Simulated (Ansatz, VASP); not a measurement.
# Al: VASP beside Ansatz

The input POSCAR:

```
Al
1.0
    0.0000000000     -3.1887371512      0.0000000000
   -3.1887371512      0.0000000000      0.0000000000
    0.0000000000      0.0000000000     -3.1887371512
Al
2
Direct
    0.5000000000      0.5000000000      0.5000000000
    0.0000000000      0.0000000000      0.0000000000
```

The input INCAR.step1:

```
SYSTEM = Al
  ALGO = Normal
  EDIFF = 1E-4
  ENCUT = 520
  GGA = PE
  ISMEAR = 0
  LASPH = .True.
  LCHARG = .False.
  LREAL = .False.
  LWAVE = .True.
  NBANDS = 10
  NELM = 100
  PREC = Accurate
  SIGMA = 0.15
```

Contents of INCAR.step2:

```
SYSTEM = Al
  ALGO = Normal
  EDIFF = 1E-6
  ENCUT = 520
  ISIF = 2
  ISMEAR = 0
  ISTART = 1
  LASPH = .True.
  LCHARG = .False.
  LMIXTAU = .True.
  LREAL = .False.
  LWAVE = .False.
  METAGGA = R2SCAN
  NBANDS = 10
  NELM = 100
  PREC = Accurate
  SIGMA = 0.15
```

The input KPOINTS:

```
k-points
0
Gamma
  10 10 10
  0 0 0
```

Input for Ansatz:

```yaml
crystal:
  lattice:
    - [0.0, -3.1887371512, 0.0]
    - [-3.1887371512, 0.0, 0.0]
    - [0.0, 0.0, -3.1887371512]
  atoms:
    - { symbol: Al, position: [0.5, 0.5, 0.5] }
    - { symbol: Al, position: [0.0, 0.0, 0.0] }
basis:
  ecutwfc: 500
kpoints:
  mp_grid: { grid: [10, 10, 10] }
hamiltonian:
  xc: r2scan
scf:
  occupations: { method: gaussian, width: 0.15 }
output:
  forces: true
  stress: true
  eigenvalues: true
  write_density: true
  write_potential: true
  elf: true
  volumetric_format: npy
```

Alike in both runs: task single point; functional r2SCAN; k mesh 10 × 10 × 10; occupations gaussian, width 0.15 eV; no spin polarisation.

|  | VASP | Ansatz |
| --- | --- | --- |
| version | VASP 6.6.1 | Ansatz 0.2.0 |
| potentials or method | VASP PAW PBE potentials, release 64 (Al), cutoff 520 eV | scalar-relativistic, plane waves, PAW |
| valence electrons in the cell | 6 | 6 |

```csv
,VASP,Ansatz,Ansatz less VASP
gap on the k mesh at the Fermi level (eV),none,none,-
pressure (GPa),-0.2,0.1,+0.31
```

VASP's potentials were made for PBE, not for r2SCAN. A gap of «none» marks a metal or a gap that the smearing closes.
